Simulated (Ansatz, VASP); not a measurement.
# BN in VASP and in Ansatz

INCAR

```
PREC = Accurate ; ENCUT = 520
EDIFF = 1E-6 ; ISMEAR = 0
SIGMA = 0.05 ; LREAL = False
LASPH = True ; NELM = 80
ALGO = Normal ; ISIF = 2
LWAVE = False ; LCHARG = False
GGA = PS ; NBANDS = 26
```

KPOINTS

```
regular mesh
0
Gamma
  6 6 10
```

Contents of POSCAR:

```
BN
1.0
    4.2993000000      0.0000000000      0.0000000000
    0.0000000000      4.2993000000      0.0000000000
    0.0000000000      0.0000000000      2.3858000000
B N
4 4
Direct
    0.1741337327      0.8258662673      0.5000000000
    0.3258662673      0.3258662673      0.0000000000
    0.6741337327      0.6741337327      0.0000000000
    0.8258662673      0.1741337327      0.5000000000
    0.8123909516      0.8123909516      0.5000000000
    0.3123909516      0.6876090484      0.0000000000
    0.6876090484      0.3123909516      0.0000000000
    0.1876090484      0.1876090484      0.5000000000
```

Input for Ansatz:

```yaml
crystal:
  lattice:
    - [4.2993, 0.0, 0.0]
    - [0.0, 4.2993, 0.0]
    - [0.0, 0.0, 2.3858]
  atoms:
    - { symbol: B, position: [0.1741337327, 0.8258662673, 0.5] }
    - { symbol: B, position: [0.3258662673, 0.3258662673, 0.0] }
    - { symbol: B, position: [0.6741337327, 0.6741337327, 0.0] }
    - { symbol: B, position: [0.8258662673, 0.1741337327, 0.5] }
    - { symbol: "N", position: [0.8123909516, 0.8123909516, 0.5] }
    - { symbol: "N", position: [0.3123909516, 0.6876090484, 0.0] }
    - { symbol: "N", position: [0.6876090484, 0.3123909516, 0.0] }
    - { symbol: "N", position: [0.1876090484, 0.1876090484, 0.5] }
basis:
  ecutwfc: 520.0
kpoints:
  mp_grid: { grid: [6, 6, 10] }
hamiltonian:
  xc: pbesol
  pseudopotentials: { kind: paw, azcp: { folder: soft_1 } }
scf:
  occupations: { method: gaussian, width: 0.05 }
output:
  forces: true
  stress: true
  eigenvalues: true
```

Alike in both runs: task single point; functional PBEsol; k mesh 6 × 6 × 10; occupations gaussian, width 0.05 eV; no spin polarisation.

|  | VASP | Ansatz |
| --- | --- | --- |
| version | VASP 6.6.1 | Ansatz 0.2.0 |
| potentials or method | VASP PAW PBE potentials, release 64 (B, N), cutoff 520 eV | scalar-relativistic, plane waves, PAW |
| valence electrons in the cell | 32 | 32 |

Ansatz gave:

```
gap on the k mesh at the Fermi level (eV) : 4.57
least direct gap on the mesh (eV)         : 5.86
rms of the force components (eV/Å)        : 0.256
```

Task: Which values does VASP return?

Result: gap on the k mesh at the Fermi level (eV): 4.55; least direct gap on the mesh (eV): 5.84; rms of the force components (eV/Å): 0.259.

VASP's potentials were made for PBE, not for PBEsol, and Ansatz warns of the same on its side. Atom by atom the forces differ by 0.004 eV/Å (rms over components).
